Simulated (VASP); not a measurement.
# MgSe2 (P4_2/mnm) in VASP: notebook, part 2 of 2

VASP 6.6.1.

## (3) Relaxation of cell and atoms, PBEsol

This run uses another cell than the first one, of 22.47 Å³/atom, 0.926 times its volume.

INCAR

```
SYSTEM = MgSe2
ALGO     = Normal         ! electronic algorithm
EDIFF    = 1E-7           ! SCF threshold, eV
EDIFFG   = -0.01          ! ionic threshold
ENCUT    = 600            ! plane-wave cutoff, eV
GGA      = PS             ! functional
IBRION   = 2              ! ionic algorithm
ISIF     = 3              ! what is computed and relaxed
ISMEAR   = -1             ! smearing method
LASPH    = .TRUE.         ! aspherical terms in the spheres
LCHARG   = .FALSE.        ! write CHGCAR
LREAL    = .FALSE.        ! projectors in reciprocal space
LWAVE    = .FALSE.        ! write WAVECAR
NELM     = 60             ! most SCF steps
NSW      = 100            ! ionic steps
PREC     = Accurate       ! precision mode
SIGMA    = 0.03           ! smearing width, eV
```

KPOINTS

```
k-points
0
G
  4 4 6
  0 0 0
```

POSCAR

```
MgSe2
1.0
    5.8640137500      0.0000000000      0.0000000000
    0.0000000000      5.8640137500      0.0000000000
    0.0000000000      0.0000000000      3.9199190600
Mg Se
2 4
Direct
    0.5000000000      0.5000000000      0.5000000000
    0.0000000000      0.0000000000      0.0000000000
    0.6955720000      0.6955720000      0.0000000000
    0.8044280000      0.1955720000      0.5000000000
    0.3044280000      0.3044280000      0.0000000000
    0.1955720000      0.8044280000      0.5000000000
```

Potentials or basis: VASP PAW PBE potentials, release 64 (Mg, Se).

Launch:

```console
$ cat potpaw_PBE.64/Mg/POTCAR potpaw_PBE.64/Se/POTCAR > POTCAR
$ mpirun -np 1 vasp_std > vasp.out
```

OUTCAR:

```text
SYSTEM = MgSe2
   EDIFF = 1E-7
   EDIFFG = -0.01
   ENCUT = 600
   GGA = PS
   IBRION = 2
   ISIF = 3
   ISMEAR = -1
   LASPH = .TRUE.
   LREAL = .FALSE.
   NELM = 60
   NSW = 100
   PREC = Accurate

 ion  position               nearest neighbor table
   1  0.500  0.500  0.500-   4 2.52   6 2.52   5 2.54   3 2.54   3 2.54   5 2.54
   2  0.000  0.000  0.000-   3 2.52   5 2.52   4 2.54   6 2.54   4 2.54   6 2.54
   3  0.696  0.696  0.000-   2 2.52   1 2.54   1 2.54
   4  0.804  0.196  0.500-   1 2.52   2 2.54   2 2.54
   5  0.304  0.304  0.000-   2 2.52   1 2.54   1 2.54
   6  0.196  0.804  0.500-   1 2.52   2 2.54   2 2.54

  LATTYP: Found a simple tetragonal cell.
 ALAT       =     5.8640137500
 C/A-ratio  =     0.6684703050

  Lattice vectors:

 A1 = (   5.8640137500,   0.0000000000,   0.0000000000)
 A2 = (   0.0000000000,   5.8640137500,   0.0000000000)
 A3 = (   0.0000000000,   0.0000000000,   3.9199190600)

Analysis of symmetry for initial positions (statically):
=====================================================================
 Subroutine PRICEL returns:
 Original cell was already a primitive cell.

 Routine SETGRP: Setting up the symmetry group for a
 simple tetragonal supercell.

 Subroutine GETGRP returns: Found 16 space group operations
 (whereof  8 operations were pure point group operations)
 out of a pool of 16 trial point group operations.

The static configuration has the point symmetry D_2h.
 The point group associated with its full space group is D_4h.

Analysis of symmetry for dynamics (positions and initial velocities):
=====================================================================
 Subroutine PRICEL returns:
 Original cell was already a primitive cell.

 Routine SETGRP: Setting up the symmetry group for a
 simple tetragonal supercell.

 Subroutine GETGRP returns: Found 16 space group operations
 (whereof  8 operations were pure point group operations)
 out of a pool of 16 trial point group operations.

The dynamic configuration has the point symmetry D_2h.
 The point group associated with its full space group is D_4h.

 Subroutine INISYM returns: Found 16 space group operations
 (whereof  8 operations are pure point group operations),
 and found     1 'primitive' translations

----------------------------------------------------------------------------------------

                                     Primitive cell

  volume of cell :     134.7929

  direct lattice vectors                    reciprocal lattice vectors
     5.864013750  0.000000000  0.000000000     0.170531660  0.000000000  0.000000000
     0.000000000  5.864013750  0.000000000     0.000000000  0.170531660  0.000000000
     0.000000000  0.000000000  3.919919060     0.000000000  0.000000000  0.255107308

  length of vectors
     5.864013750  5.864013750  3.919919060     0.170531660  0.170531660  0.255107308

  position of ions in fractional coordinates (direct lattice)
     0.500000000  0.500000000  0.500000000
     0.000000000  0.000000000  0.000000000
     0.695572000  0.695572000  0.000000000
     0.804428000  0.195572000  0.500000000
     0.304428000  0.304428000  0.000000000
     0.195572000  0.804428000  0.500000000

[... 32 lines left out ...]

 Found     24 irreducible k-points:

 Following reciprocal coordinates:
            Coordinates               Weight
  0.000000  0.000000  0.000000      1.000000
  0.250000  0.000000  0.000000      4.000000
  0.500000  0.000000  0.000000      2.000000
  0.250000  0.250000  0.000000      4.000000
  0.500000  0.250000  0.000000      4.000000
  0.500000  0.500000  0.000000      1.000000
[... 16 lines left out ...]
  0.500000  0.250000  0.500000      4.000000
  0.500000  0.500000  0.500000      1.000000
   k-points           NKPTS =     24   k-points in BZ     NKDIM =     24   number of bands    NBANDS=     18
   number of dos      NEDOS =    301   number of ions     NIONS =      6
   total plane-waves  NPLWV =  73728
   dimension x,y,z NGX =    48 NGY =   48 NGZ =   32
   dimension x,y,z NGXF=    96 NGYF=   96 NGZF=   64
   ions per type =               2   4
   NGX,Y,Z   is equivalent  to a cutoff of  13.61, 13.61, 13.57 a.u.
   NGXF,Y,Z  is equivalent  to a cutoff of  27.22, 27.22, 27.14 a.u.
 SYSTEM =  MgSe2
   PREC   = accura    normal or accurate (medium, high low for compatibility)
   ISTART =      0    job   : 0-new  1-cont  2-samecut
   ICHARG =      2    charge: 1-file 2-atom 10-const
   ISPIN  =      1    spin polarized calculation?
   LNONCOLLINEAR =      F non collinear calculations
   LSORBIT =      F    spin-orbit coupling
   LASPH  =      T    aspherical Exc in radial PAW
   ENCUT  =  600.0 eV  44.10 Ry    6.64 a.u.  11.71 11.71  7.83*2*pi/ulx,y,z
   NELM   =     60;   NELMIN=  2; NELMDL= -5     # of ELM steps
   EDIFF  = 0.1E-06   stopping-criterion for ELM
   LREAL  =      F    real-space projection
   EDIFFG = -.1E-01   stopping-criterion for IOM
   NSW    =    100    number of steps for IOM
   IBRION =      2    ionic relax: 0-MD 1-quasi-New 2-CG
   NFREE  =      1    steps in history (QN), initial steepest desc. (CG)
   ISIF   =      3    stress and relaxation
   ISYM   =      2    0-nonsym 1-usesym 2-fastsym
   POTIM  = 0.5000    time-step for ionic-motion
   TEBEG  =    0.0;   TEEND  =   0.0 temperature during run
   PSTRESS=    0.0 pullay stress
   NELECT =      28.0000    total number of electrons
   NUPDOWN=      -1.0000    fix difference up-down
   EMIN   =  10.00;   EMAX   =-10.00  energy-range for DOS
   EFERMI =   0.00;   METHOD = LEGACY
   ISMEAR =    -1;   SIGMA  =   0.03  broadening in eV -4-tet -1-fermi 0-gaus
   EFERMI_NEDOS =   21; number of points for ismear=-14 and -15
   IALGO  =     38    algorithm
   IMIX   =      4    mixing-type and parameters
     AMIX     =   0.40;   BMIX     =  1.00
     AMIX_MAG =   1.60;   BMIX_MAG =  1.00
  volume/ion in A,a.u.               =      22.47       151.60
  Fermi-wavevector in a.u.,A,eV,Ry     =   0.969554  1.832191 12.789941  0.940034
  Thomas-Fermi vector in A             =   2.099616
   LORBIT       =      0    0 simple, 1 ext, 2 COOP (PROOUT), +10 PAW based schemes
   GGA     = PS    functional components
   LHFCALC =     F    Hartree Fock is set to
   AEXX    =    0.0000 exact exchange contribution
   IVDW    =     0    specifies the selected vdW correction
   LEPSILON=     F    determine dielectric tensor
   LRPA    =     F    only Hartree local field effects (RPA)
 conjugate gradient relaxation of ions
 non-spin polarized calculation
  energy-cutoff  :      600.00
  volume of cell :      134.79
 maximum number of plane-waves:      4544
 NGX is ok and might be reduce to    48
   NGX = 23   NGY = 23   NGZ = 15

--------------------------------------- Ionic step        1  -------------------------------------------

 number of electron      28.0000002 magnetization

 Free energy of the ion-electron system (eV)
  ---------------------------------------------------
  ext. energy  EPLUGINS =         0.00000000
  ---------------------------------------------------
  free energy    TOTEN  =       -20.17578681 eV

  energy without entropy =      -20.16394882  energy(sigma->0) =      -20.16986782

------------------------ aborting loop because EDIFF is reached ----------------------------------------

  FORCE on cell =-STRESS in cart. coord.  units (eV):
  Direction    XX          YY          ZZ          XY          YZ          ZX
  --------------------------------------------------------------------------------------
  -------------------------------------------------------------------------------------
  Total        3.3737462      3.3737462      4.7196061      0.0000000      0.0000000      0.0000000
  in kB       40.1010673     40.1010673     56.0982453      0.0000000      0.0000000      0.0000000
  external PRESSURE =      45.4334600 kB  Pullay stress =       0.0000000 kB
[... 101 lines left out ...]
  FREE ENERGIE OF THE ION-ELECTRON SYSTEM (eV)
  ---------------------------------------------------
  free  energy   TOTEN  =       -20.3415534888 eV

  energy  without entropy=      -20.3292260262  energy(sigma->0) =      -20.33538976

[... ionic steps 4 to 8 ...]

--------------------------------------- Ionic step        9  -------------------------------------------

 number of electron      28.0000002 magnetization

------------------------ aborting loop because EDIFF is reached ----------------------------------------
[... 75 lines left out ...]
--------------------------------------- Ionic step       11  -------------------------------------------

 number of electron      28.0000002 magnetization

 Free energy of the ion-electron system (eV)
  ---------------------------------------------------
  ext. energy  EPLUGINS =         0.00000000
  ---------------------------------------------------
  free energy    TOTEN  =       -20.36750829 eV

  energy without entropy =      -20.35417601  energy(sigma->0) =      -20.36084215

 E-fermi :   1.7567     XC(G=0):  -9.1326

 val. band max:        1.7543435598   @ k =   0.2500   0.0000   0.3333
 cond. band min:       1.7935452370   @ k =   0.5000   0.5000   0.1667
 fundamental gap:      0.0392016772
 Fermi energy:         1.7567335965

 k-point     1 :       0.0000    0.0000    0.0000
  band No.  band energies     occupation
      1     -11.2154      2.00000
      2      -9.9610      2.00000
      3      -9.9610      2.00000
      4      -9.5284      2.00000
      5      -3.1862      2.00000
      6      -1.3552      2.00000
[... 526 lines left out ...]
  FREE ENERGIE OF THE ION-ELECTRON SYSTEM (eV)
  ---------------------------------------------------
  free  energy   TOTEN  =       -20.3675082855 eV

  energy  without entropy=      -20.3541760090  energy(sigma->0) =      -20.36084215

 reached required accuracy - stopping structural energy minimisation
```

Run time: 2.9 min. Hardware: 1 thread of Intel Xeon 6975P-C (Granite Rapids), shared host; peak memory 0.3 GiB.

What came out:

```
Free energy                            : -20.3675 eV
Relaxed volume                         : 24.24 Å³/atom
Relaxed cell                           : a = 6.085 Å, b = 6.085 Å, c = 3.927 Å, α = 90.00°, β = 90.00°, γ = 90.00°
Space group after relaxing (to 0.05 Å) : P4_2/mnm (No. 136)
Energy gained by relaxing              : 32.0 meV/atom
Ionic steps                            : 11
Pressure after relaxing                : 0.0 GPa
Largest force after relaxing           : 0.009 eV/Å
Band gap on the k mesh                 : zero (band 14 reaches 2.51 eV, above the bottom of band 15 at 1.05 eV)
```

Forces in eV/Å, atoms in the order of the input:
```
Mg   0.000  0.000  0.000
Mg   0.000  0.000  0.000
Se  -0.006 -0.006  0.000
Se   0.006 -0.006  0.000
Se   0.006  0.006  0.000
Se  -0.006  0.006  0.000
```

The path:
```csv
step,energy change (eV),largest force (eV/Å),pressure (GPa),volume (Å³)
1,0.0000,0.4058,4.54,134.79
2,-0.1633,0.1141,-0.59,147.60
3,-0.1658,0.1403,-0.09,146.05
4,-0.1701,0.1221,-0.06,145.89
5,-0.1801,0.0505,0.06,145.39
6,-0.1816,0.1399,0.36,144.39
7,-0.1843,0.0424,0.20,144.87
8,-0.1882,0.0338,0.09,145.20
9,-0.1913,0.0226,-0.17,145.96
10,-0.1914,0.0236,-0.13,145.85
11,-0.1917,0.0086,0.01,145.42
```

Final structure:
```xyz
6
Lattice="6.0850 0.0000 0.0000 0.0000 6.0850 0.0000 0.0000 0.0000 3.9272" Properties=species:S:1:pos:R:3 pbc="T T T"
Mg    3.0425    3.0425    1.9636
Mg    0.0000    0.0000    0.0000
Se    4.2901    4.2901    0.0000
Se    4.8374    1.2476    1.9636
Se    1.7949    1.7949    0.0000
Se    1.2476    4.8374    1.9636
```

Levels at points of the mesh, in eV from the Fermi level:
| k point | band 12 | band 13 | band 14 | band 15 | band 16 | band 17 |
| --- | --- | --- | --- | --- | --- | --- |
| (0.00, 0.00, 0.00) | -0.32 | 0.44 | 0.75 | 0.75 | 1.04 | 4.06 |
| (0.50, 0.00, 0.00) | -1.17 | 0.09 | 0.09 | 0.55 | 0.55 | 5.49 |
| (0.50, 0.50, 0.00) | -0.78 | -0.63 | -0.63 | -0.45 | -0.45 | 5.26 |
| (0.00, 0.00, 0.50) | -1.33 | -1.25 | -1.25 | -0.71 | -0.71 | 5.55 |
| (0.50, 0.00, 0.50) | -1.36 | -0.21 | -0.21 | 0.09 | 0.09 | 5.45 |
| (0.50, 0.50, 0.50) | -0.79 | -0.22 | -0.22 | 0.27 | 0.27 | 4.43 |

Caveat: the PAW data sets were made with another functional, which shifts forces and pressure a little.
